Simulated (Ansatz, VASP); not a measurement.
Two plane-wave programs on C

Contents of INCAR:

```
SYSTEM = C
PREC = Accurate ; ENCUT = 520
EDIFF = 1E-7 ; ISMEAR = 0
SIGMA = 0.05 ; LREAL = .False.
LASPH = .True. ; NELM = 100
ALGO = Normal ; ISIF = 2
LWAVE = .False. ; LCHARG = .False.
GGA = PE ; NBANDS = 11
```

Contents of KPOINTS:

```
regular mesh
0
Gamma
  12 12 12
  0 0 0
```

File POSCAR:

```
C
1.0
    0.0000000000      1.9171550000      1.7834000000
    1.9171550000      0.0000000000      1.7834000000
    1.9171550000      1.9171550000      0.0000000000
C
2
Direct
    0.5000000000      0.5000000000      0.5000000000
    0.7500000000      0.7500000000      0.7500000000
```

Input for Ansatz:

```yaml
crystal:
  lattice:
    - [0.0, 1.917155, 1.7834]
    - [1.917155, 0.0, 1.7834]
    - [1.917155, 1.917155, 0.0]
  atoms:
    - { symbol: C, position: [0.5, 0.5, 0.5] }
    - { symbol: C, position: [0.75, 0.75, 0.75] }
basis:
  ecutwfc: 420
kpoints:
  mp_grid: { grid: [12, 12, 12] }
hamiltonian:
  xc: pbe
scf:
  occupations: { method: gaussian, width: 0.05 }
output:
  forces: true
  stress: true
  eigenvalues: true
```

Change from the starting cell: strain +0.0750 x Voigt [1, 1, 0, 0, 0, 0], atoms carried along.

Alike in both runs: task single point; functional PBE; k mesh 12 × 12 × 12; occupations gaussian, width 0.05 eV; no spin polarisation.

|  | VASP | Ansatz |
| --- | --- | --- |
| version | VASP 6.6.1 | Ansatz 0.2.0 |
| potentials or method | VASP PAW PBE potentials, release 64 (C), cutoff 520 eV | scalar-relativistic, plane waves, PAW |
| valence electrons in the cell | 8 | 8 |

|  | VASP | Ansatz | Ansatz less VASP |
| --- | --- | --- | --- |
| gap on the k mesh at the Fermi level (eV) | 2.23 | 2.24 | +0.007 |
| least direct gap on the mesh (eV) | 4.08 | 4.08 | +0.005 |
| pressure (GPa) | -46.3 | -46.5 | -0.22 |
| traceless stress, the component that is largest in VASP (GPa) | 35.26 | 35.27 | +0.011 |

Both programs put the cell under strong tension, so it lies far from rest at this level.

Noted on VASP's run: the cell as given lies far from equilibrium.
